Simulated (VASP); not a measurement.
# Cs (Im-3m) in VASP: notebook

The runs below take Cs through single point, with PBE.

Everything below comes from runs of VASP 6.6.1. Logs are shortened: lines on timing, memory, paths and dates and some standing lists are left out, and cuts for length are marked.

### 1 The cell of the first run

The structure is cubic, space group Im-3m (No. 229). The conventional cell has a = 6.220 Å, b = 6.220 Å, c = 6.220 Å, α = 90.00°, β = 90.00°, γ = 90.00°.

### 2 Single point, PBE (120.31 Å³/atom)

Input file INCAR:

```
SYSTEM = Cs
PREC     = Accurate       ! precision mode
ENCUT    = 520            ! plane-wave cutoff, eV
EDIFF    = 1E-6           ! SCF threshold, eV
ISMEAR   = 0              ! smearing method
SIGMA    = 0.1            ! smearing width, eV
LREAL    = .FALSE.        ! projectors in reciprocal space
LASPH    = .TRUE.         ! aspherical terms in the spheres
NELM     = 80             ! most SCF steps
ALGO     = Normal         ! electronic algorithm
ISIF     = 2              ! what is computed and relaxed
LWAVE    = .FALSE.        ! write WAVECAR
LCHARG   = .FALSE.        ! write CHGCAR
GGA      = PE             ! functional
NBANDS   = 10             ! bands
```

Input file KPOINTS:

```
regular mesh
0
G
  10 10 10
  0 0 0
```

Input file POSCAR:

```
Cs
1.0
   -3.1099235780      3.1099235780      3.1099235780
    3.1099235780     -3.1099235780      3.1099235780
    3.1099235780      3.1099235780     -3.1099235780
Cs
1
Direct
    0.0000000000      0.0000000000      0.0000000000
```

Potentials or basis: VASP PAW PBE potentials, release 64 (Cs_sv).

Started as:

```console
$ cat potpaw_PBE.64/Cs_sv/POTCAR > POTCAR
$ mpirun -np 1 vasp_std > vasp.out
```

OUTCAR:

```text
SYSTEM = Cs
   PREC = Accurate
   ENCUT = 520
   EDIFF = 1E-6
   ISMEAR = 0
   LREAL = .FALSE.
   LASPH = .TRUE.
   NELM = 80
   ISIF = 2
   GGA = PE

 ion  position               nearest neighbor table
   1  0.000  0.000  0.000-

  LATTYP: Found a body centered cubic cell.
 ALAT       =     6.2198471560

  Lattice vectors:

 A1 = (  -3.1099235780,   3.1099235780,   3.1099235780)
 A2 = (   3.1099235780,  -3.1099235780,   3.1099235780)
 A3 = (   3.1099235780,   3.1099235780,  -3.1099235780)

Analysis of symmetry for initial positions (statically):
=====================================================================
 Subroutine PRICEL returns:
 Original cell was already a primitive cell.

 Routine SETGRP: Setting up the symmetry group for a
 body centered cubic supercell.

 Subroutine GETGRP returns: Found 48 space group operations
 (whereof 48 operations were pure point group operations)
 out of a pool of 48 trial point group operations.

The static configuration has the point symmetry O_h .

Analysis of symmetry for dynamics (positions and initial velocities):
=====================================================================
 Subroutine PRICEL returns:
 Original cell was already a primitive cell.

 Routine SETGRP: Setting up the symmetry group for a
 body centered cubic supercell.

 Subroutine GETGRP returns: Found 48 space group operations
 (whereof 48 operations were pure point group operations)
 out of a pool of 48 trial point group operations.

The dynamic configuration has the point symmetry O_h .

 Subroutine INISYM returns: Found 48 space group operations
 (whereof 48 operations are pure point group operations),
 and found     1 'primitive' translations

----------------------------------------------------------------------------------------

                                     Primitive cell

  volume of cell :     120.3121

  direct lattice vectors                    reciprocal lattice vectors
    -3.109923578  3.109923578  3.109923578     0.000000000  0.160775655  0.160775655
     3.109923578 -3.109923578  3.109923578     0.160775655  0.000000000  0.160775655
     3.109923578  3.109923578 -3.109923578     0.160775655  0.160775655  0.000000000

  length of vectors
     5.386545645  5.386545645  5.386545645     0.227371112  0.227371112  0.227371112

  position of ions in fractional coordinates (direct lattice)
     0.000000000  0.000000000  0.000000000

  ion indices of the primitive-cell ions
   primitive index   ion index
                 1           1

----------------------------------------------------------------------------------------

 KPOINTS: regular mesh

Automatic generation of k-mesh.
 Grid dimensions read from file:
 generate k-points for:   10   10   10

 Generating k-lattice:

  Cartesian coordinates                     Fractional coordinates (reciprocal lattice)
     0.000000000  0.016077565  0.016077565     0.100000000  0.000000000  0.000000000
     0.016077565  0.000000000  0.016077565     0.000000000  0.100000000  0.000000000
     0.016077565  0.016077565  0.000000000     0.000000000  0.000000000  0.100000000

  Length of vectors
     0.022737111  0.022737111  0.022737111

  Shift w.r.t. Gamma in fractional coordinates (k-lattice)
     0.000000000  0.000000000  0.000000000

 Subroutine IBZKPT returns following result:
 ===========================================

 Found     47 irreducible k-points:

 Following reciprocal coordinates:
            Coordinates               Weight
  0.000000  0.000000  0.000000      1.000000
  0.100000  0.000000  0.000000     12.000000
  0.200000  0.000000  0.000000     12.000000
  0.300000  0.000000  0.000000     12.000000
  0.400000  0.000000  0.000000     12.000000
  0.500000  0.000000  0.000000      6.000000
[... 16 lines left out ...]
  0.300000  0.300000  0.100000      8.000000
 -0.300000  0.300000  0.100000     24.000000
 [... further k-points ...]
   k-points           NKPTS =     47   k-points in BZ     NKDIM =     47   number of bands    NBANDS=     10
   number of dos      NEDOS =    301   number of ions     NIONS =      1
   total plane-waves  NPLWV =  64000
   dimension x,y,z NGX =    40 NGY =   40 NGZ =   40
   dimension x,y,z NGXF=    80 NGYF=   80 NGZF=   80
   ions per type =               1
   NGX,Y,Z   is equivalent  to a cutoff of  12.35, 12.35, 12.35 a.u.
   NGXF,Y,Z  is equivalent  to a cutoff of  24.69, 24.69, 24.69 a.u.
 SYSTEM =  Cs
   PREC   = accura    normal or accurate (medium, high low for compatibility)
   ISTART =      0    job   : 0-new  1-cont  2-samecut
   ICHARG =      2    charge: 1-file 2-atom 10-const
   ISPIN  =      1    spin polarized calculation?
   LNONCOLLINEAR =      F non collinear calculations
   LSORBIT =      F    spin-orbit coupling
   LASPH  =      T    aspherical Exc in radial PAW
   ENCUT  =  520.0 eV  38.22 Ry    6.18 a.u.  10.02 10.02 10.02*2*pi/ulx,y,z
   NELM   =     80;   NELMIN=  2; NELMDL= -5     # of ELM steps
   EDIFF  = 0.1E-05   stopping-criterion for ELM
   LREAL  =      F    real-space projection
   EDIFFG = 0.1E-04   stopping-criterion for IOM
   NSW    =      0    number of steps for IOM
   IBRION =     -1    ionic relax: 0-MD 1-quasi-New 2-CG
   NFREE  =      0    steps in history (QN), initial steepest desc. (CG)
   ISIF   =      2    stress and relaxation
   ISYM   =      2    0-nonsym 1-usesym 2-fastsym
   POTIM  = 0.5000    time-step for ionic-motion
   TEBEG  =    0.0;   TEEND  =   0.0 temperature during run
   PSTRESS=    0.0 pullay stress
   NELECT =       9.0000    total number of electrons
   NUPDOWN=      -1.0000    fix difference up-down
   EMIN   =  10.00;   EMAX   =-10.00  energy-range for DOS
   EFERMI =   0.00;   METHOD = LEGACY
   ISMEAR =     0;   SIGMA  =   0.10  broadening in eV -4-tet -1-fermi 0-gaus
   EFERMI_NEDOS =   21; number of points for ismear=-14 and -15
   IALGO  =     38    algorithm
   IMIX   =      4    mixing-type and parameters
     AMIX     =   0.40;   BMIX     =  1.00
     AMIX_MAG =   1.60;   BMIX_MAG =  1.00
  volume/ion in A,a.u.               =     120.31       811.91
  Fermi-wavevector in a.u.,A,eV,Ry     =   0.689794  1.303521  6.473863  0.475815
  Thomas-Fermi vector in A             =   1.770980
   LORBIT       =      0    0 simple, 1 ext, 2 COOP (PROOUT), +10 PAW based schemes
   GGA     = PE    functional components
   LHFCALC =     F    Hartree Fock is set to
   AEXX    =    0.0000 exact exchange contribution
   IVDW    =     0    specifies the selected vdW correction
   LEPSILON=     F    determine dielectric tensor
   LRPA    =     F    only Hartree local field effects (RPA)
 non-spin polarized calculation
 Gauss-broadening in eV      SIGMA  =   0.10
  energy-cutoff  :      520.00
  volume of cell :      120.31
 maximum number of plane-waves:      3300
   NGX = 19   NGY = 19   NGZ = 19

 number of electron       9.0000001 magnetization

 Free energy of the ion-electron system (eV)
  ---------------------------------------------------
  ext. energy  EPLUGINS =         0.00000000
  ---------------------------------------------------
  free energy    TOTEN  =        -0.85087060 eV

  energy without entropy =       -0.84174376  energy(sigma->0) =       -0.84630718

 E-fermi :   0.3490     XC(G=0):  -5.2953

 val. band max:        0.3092487958   @ k =  -0.3000   0.3000   0.3000
 cond. band min:       0.3618161114   @ k =   0.3000   0.2000   0.0000
 fundamental gap:      0.0525673155
 Fermi energy:         0.3489507446

 k-point     1 :       0.0000    0.0000    0.0000
  band No.  band energies     occupation
      1     -23.5407      2.00000
      2     -10.2900      2.00000
      3     -10.2900      2.00000
      4     -10.2900      2.00000
      5      -1.2888      2.00000
      6       2.8083      0.00000
      7       2.8083      0.00000
      8       2.8083      0.00000
      9       3.6345      0.00000
     10       3.6345      0.00000

 k-point     2 :       0.1000    0.0000    0.0000
  band No.  band energies     occupation
      1     -23.5402      2.00000
      2     -10.3016      2.00000
      3     -10.2938      2.00000
      4     -10.2900      2.00000
      5      -1.1832      2.00000
      6       2.6941      0.00000
      7       2.7026      0.00000
      8       2.9134      0.00000
      9       3.4733      0.00000
     10       3.6159      0.00000

 k-point     3 :       0.2000    0.0000    0.0000
  band No.  band energies     occupation
      1     -23.5389      2.00000
      2     -10.3314      2.00000
      3     -10.3037      2.00000
      4     -10.2900      2.00000
      5      -0.8804      2.00000
      6       2.3084      0.00000
      7       2.4487      0.00000
      8       3.2240      0.00000
      9       3.4352      0.00000
     10       3.6085      0.00000

 k-point     4 :       0.3000    0.0000    0.0000
  band No.  band energies     occupation
      1     -23.5372      2.00000
      2     -10.3676      2.00000
      3     -10.3158      2.00000
      4     -10.2900      2.00000
      5      -0.4248      2.00000
      6       1.8281      0.00000
      7       2.2093      0.00000
      8       3.5396      0.00000
      9       3.6861      0.00000
     10       3.7257      0.00000

 k-point     5 :       0.4000    0.0000    0.0000
  band No.  band energies     occupation
      1     -23.5359      2.00000
      2     -10.3963      2.00000
      3     -10.3256      2.00000
      4     -10.2900      2.00000
      5       0.0898      1.99975
      6       1.4094      0.00000
      7       2.0473      0.00000
      8       3.5328      0.00000
      9       3.8778      0.00000
     10       4.3881      0.00000

 k-point     6 :       0.5000    0.0000    0.0000
  band No.  band energies     occupation
      1     -23.5354      2.00000
      2     -10.4072      2.00000
      3     -10.3293      2.00000
      4     -10.2900      2.00000
      5       0.3966      0.50078
      6       1.1712      0.00000
      7       1.9909      0.00000
      8       3.4568      0.00000
      9       4.0627      0.00000
     10       4.5822      0.00000
[... 183 lines left out ...]
 k-point    21 :       0.3000    0.2000    0.1000
  band No.  band energies     occupation
      1     -23.5352      2.00000
      2     -10.3827      2.00000
      3     -10.3423      2.00000
      4     -10.3107      2.00000
      5       0.7611      0.00000
      6       1.2962      0.00000
      7       1.5848      0.00000
      8       3.3061      0.00000
      9       3.9559      0.00000
     10       4.1025      0.00000

 k-point    22 :      -0.2000    0.2000    0.1000
  band No.  band energies     occupation
      1     -23.5384      2.00000
      2     -10.3314      2.00000
      3     -10.3077      2.00000
      4     -10.2993      2.00000
      5      -0.7810      2.00000
      6       2.3345      0.00000
      7       2.4975      0.00000
      8       2.9432      0.00000
      9       3.1983      0.00000
     10       3.9347      0.00000

 k-point    23 :       0.3000    0.3000    0.1000
  band No.  band energies     occupation
      1     -23.5350      2.00000
      2     -10.3637      2.00000
      3     -10.3637      2.00000
      4     -10.3144      2.00000
      5       1.2269      0.00000
      6       1.2527      0.00000
      7       1.2527      0.00000
      8       3.0805      0.00000
      9       4.0175      0.00000
     10       4.0175      0.00000

 k-point    24 :      -0.3000    0.3000    0.1000
  band No.  band energies     occupation
      1     -23.5368      2.00000
      2     -10.3660      2.00000
      3     -10.3200      2.00000
      4     -10.2989      2.00000
      5      -0.3313      2.00000
      6       1.8354      0.00000
      7       2.2810      0.00000
      8       3.0473      0.00000
      9       3.6916      0.00000
     10       3.9643      0.00000

 [... further k-points ...]

------------------------ aborting loop because EDIFF is reached ----------------------------------------

  FORCE on cell =-STRESS in cart. coord.  units (eV):
  Direction    XX          YY          ZZ          XY          YZ          ZX
  --------------------------------------------------------------------------------------
  -------------------------------------------------------------------------------------
  Total       -0.0424944     -0.0424944     -0.0424944     -0.0000000      0.0000000     -0.0000000
  in kB       -0.5658908     -0.5658908     -0.5658908     -0.0000000      0.0000000     -0.0000000
  external PRESSURE =      -0.5658908 kB  Pullay stress =       0.0000000 kB

 VOLUME and BASIS-vectors are now :
 -----------------------------------------------------------------------------
  energy-cutoff  :      520.00
  volume of cell :      120.31
      direct lattice vectors                 reciprocal lattice vectors
    -3.109923578  3.109923578  3.109923578     0.000000000  0.160775655  0.160775655
     3.109923578 -3.109923578  3.109923578     0.160775655  0.000000000  0.160775655
     3.109923578  3.109923578 -3.109923578     0.160775655  0.160775655  0.000000000

 POSITION                                       TOTAL-FORCE (eV/Angst)
 -----------------------------------------------------------------------------------
      0.00000      0.00000      0.00000        -0.000000     -0.000000     -0.000000
 -----------------------------------------------------------------------------------
    total drift:                               -0.000000     -0.000000     -0.000000

  FREE ENERGIE OF THE ION-ELECTRON SYSTEM (eV)
  ---------------------------------------------------
  free  energy   TOTEN  =        -0.8508705952 eV

  energy  without entropy=       -0.8417437606  energy(sigma->0) =       -0.84630718
```

It took 15 s on 1 thread of Intel Xeon 6975P-C (Granite Rapids), shared host; peak memory 0.25 GiB.

What came out:

```yaml
Free_energy: -0.8509 eV
Pressure: -0.1 GPa
Band_gap_on_the_k_mesh: zero (an odd number of electrons rules out a gap without spin polarisation)
```

Caveat: spin-orbit coupling is left out, which moves the levels of the heavy elements.

### 3 Single point, PBE (123.82 Å³/atom)

This run uses another cell than the first one, of 123.82 Å³/atom.

Input file INCAR:

```
PREC     = Accurate       # precision mode
ENCUT    = 520            # plane-wave cutoff, eV
EDIFF    = 1E-6           # SCF threshold, eV
ISMEAR   = 0              # smearing method
SIGMA    = 0.1            # smearing width, eV
LREAL    = False          # projectors in reciprocal space
LASPH    = True           # aspherical terms in the spheres
NELM     = 60             # most SCF steps
ALGO     = Fast           # electronic algorithm
ISIF     = 2              # what is computed and relaxed
LWAVE    = False          # write WAVECAR
LCHARG   = False          # write CHGCAR
GGA      = PE             # functional
NBANDS   = 10             # bands
```

Input file KPOINTS:

```
regular mesh
0
Gamma
  10 10 10
```

Input file POSCAR:

```
Cs
1.0
   -3.1398285238      3.1398285238      3.1398285238
    3.1398285238     -3.1398285238      3.1398285238
    3.1398285238      3.1398285238     -3.1398285238
Cs
1
Direct
    0.0000000000      0.0000000000      0.0000000000
```

Potentials or basis: VASP PAW PBE potentials, release 64 (Cs_sv).

Started as:

```console
$ cat potpaw_PBE.64/Cs_sv/POTCAR > POTCAR
$ mpirun -np 1 vasp_std > vasp.out
```

Run time: 16 s. Hardware: 1 thread of Intel Xeon 6975P-C (Granite Rapids), shared host; peak memory 0.25 GiB.

Results (log left out):

```yaml
Free_energy: -0.8492 eV
Pressure: -0.1 GPa
Band_gap_on_the_k_mesh: zero (an odd number of electrons rules out a gap without spin polarisation)
```

Levels at points of the mesh, in eV from the Fermi level:
| k point | band 1 | band 2 | band 3 | band 4 | band 5 | band 6 | band 7 | band 8 |
| --- | --- | --- | --- | --- | --- | --- | --- | --- |
| (0.00, 0.00, 0.00) | -23.91 | -10.66 | -10.66 | -10.66 | -1.61 | 2.44 | 2.44 | 2.44 |
| (0.50, 0.00, 0.00) | -23.90 | -10.77 | -10.69 | -10.66 | 0.06 | 0.80 | 1.64 | 3.06 |
| (0.50, 0.50, 0.50) | -23.90 | -10.74 | -10.74 | -10.74 | 0.70 | 0.70 | 2.83 | 2.83 |

Caveat: spin-orbit coupling is left out, which moves the levels of the heavy elements.

### 4 Single point, PBE (128.49 Å³/atom)

This run uses another cell than the first one, of 128.49 Å³/atom.

Input file INCAR:

```
SYSTEM = Cs
PREC = Accurate
ENCUT = 520
EDIFF = 1E-6
ISMEAR = 0
SIGMA = 0.1
LREAL = .False.
LASPH = .True.
NELM = 100
ALGO = Normal
ISIF = 2
LWAVE = .False.
LCHARG = .True.
GGA = PE
LELF = .True.
LVHAR = .True.
NBANDS = 10
```

Input file KPOINTS:

```
regular mesh
0
Gamma
  10 10 10
  0 0 0
```

Input file POSCAR:

```
Cs
1.0
   -3.1788365935      3.1788365935      3.1788365935
    3.1788365935     -3.1788365935      3.1788365935
    3.1788365935      3.1788365935     -3.1788365935
Cs
1
Direct
    0.0000000000      0.0000000000      0.0000000000
```

Started as:

```console
$ cat potpaw_PBE.64/Cs_sv/POTCAR > POTCAR
$ mpirun -np 1 vasp_std > vasp.out
```

Run time: 21 s. Hardware: 1 thread of Intel Xeon 6975P-C (Granite Rapids), shared host; peak memory 0.26 GiB.

Results (log left out):

```yaml
Free_energy: -0.8455 eV
Pressure: -0.2 GPa
Band_gap_on_the_k_mesh: zero (an odd number of electrons rules out a gap without spin polarisation)
```

Levels at points of the mesh, in eV from the Fermi level:
| k point | band 1 | band 2 | band 3 | band 4 | band 5 | band 6 | band 7 | band 8 |
| --- | --- | --- | --- | --- | --- | --- | --- | --- |
| (0.00, 0.00, 0.00) | -23.93 | -10.69 | -10.69 | -10.69 | -1.57 | 2.42 | 2.42 | 2.42 |
| (0.50, 0.00, 0.00) | -23.93 | -10.78 | -10.72 | -10.69 | 0.07 | 0.77 | 1.64 | 3.00 |
| (0.50, 0.50, 0.50) | -23.92 | -10.75 | -10.75 | -10.75 | 0.73 | 0.73 | 2.74 | 2.74 |

Caveat: spin-orbit coupling is left out, which moves the levels of the heavy elements.

### 5 Single point, PBE

This run uses another cell than the first one, of 116.81 Å³/atom.

Input file INCAR:

```
PREC     = Accurate       # precision mode
ENCUT    = 520            # plane-wave cutoff, eV
EDIFF    = 1E-6           # SCF threshold, eV
ISMEAR   = 0              # smearing method
SIGMA    = 0.1            # smearing width, eV
LREAL    = F              # projectors in reciprocal space
LASPH    = T              # aspherical terms in the spheres
NELM     = 100            # most SCF steps
ALGO     = Normal         # electronic algorithm
ISIF     = 2              # what is computed and relaxed
LWAVE    = F              # write WAVECAR
LCHARG   = T              # write CHGCAR
GGA      = PE             # functional
LELF     = T              # ELF
LVHAR    = T            
NBANDS   = 10             # bands
```

Input file KPOINTS:

```
Automatic mesh
0
Gamma
  10 10 10
```

Input file POSCAR:

```
Cs
1.0
   -3.0794321532      3.0794321532      3.0794321532
    3.0794321532     -3.0794321532      3.0794321532
    3.0794321532      3.0794321532     -3.0794321532
Cs
1
Direct
    0.0000000000      0.0000000000      0.0000000000
```

Started as:

```console
$ cat potpaw_PBE.64/Cs_sv/POTCAR > POTCAR
$ mpirun -np 1 vasp_std > vasp.out
```

Run time: 39 s. Hardware: 1 thread of Intel Xeon 8259CL, shared host; peak memory 0.25 GiB.

Results (log left out):

```yaml
Free_energy: -0.8514 eV
Pressure: 0.0 GPa
Band_gap_on_the_k_mesh: zero (an odd number of electrons rules out a gap without spin polarisation)
```

Levels at points of the mesh, in eV from the Fermi level:
| k point | band 1 | band 2 | band 3 | band 4 | band 5 | band 6 | band 7 | band 8 | band 9 |
| --- | --- | --- | --- | --- | --- | --- | --- | --- | --- |
| (0.00, 0.00, 0.00) | -23.87 | -10.62 | -10.62 | -10.62 | -1.67 | 2.48 | 2.48 | 2.48 | 3.32 |
| (0.50, 0.00, 0.00) | -23.87 | -10.75 | -10.66 | -10.62 | 0.04 | 0.85 | 1.64 | 3.16 | 3.77 |
| (0.50, 0.50, 0.50) | -23.86 | -10.71 | -10.71 | -10.71 | 0.66 | 0.66 | 2.97 | 2.97 | 2.97 |

Caveat: spin-orbit coupling is left out, which moves the levels of the heavy elements.

### 6 Summary

```csv
cell,gap on the mesh (eV),pressure (GPa)
"a = 5.387 Å, angles 109.5°, 1 atom",none,-0.1
"a = 5.438 Å, angles 109.5°, 1 atom",none,-0.1
"a = 5.506 Å, angles 109.5°, 1 atom",none,-0.2
"a = 5.334 Å, angles 109.5°, 1 atom",none,0.0
```

Alike in all rows: task single point; level PBE; potentials or basis VASP PAW PBE potentials, release 64 (Cs_sv); no spin polarisation; k mesh 10 × 10 × 10; cutoff (eV) 520; smearing gaussian 0.1 eV.

Caveats: spin-orbit coupling is left out, which moves the levels of the heavy elements.

Absolute energies hang on the potentials; compare differences alone.
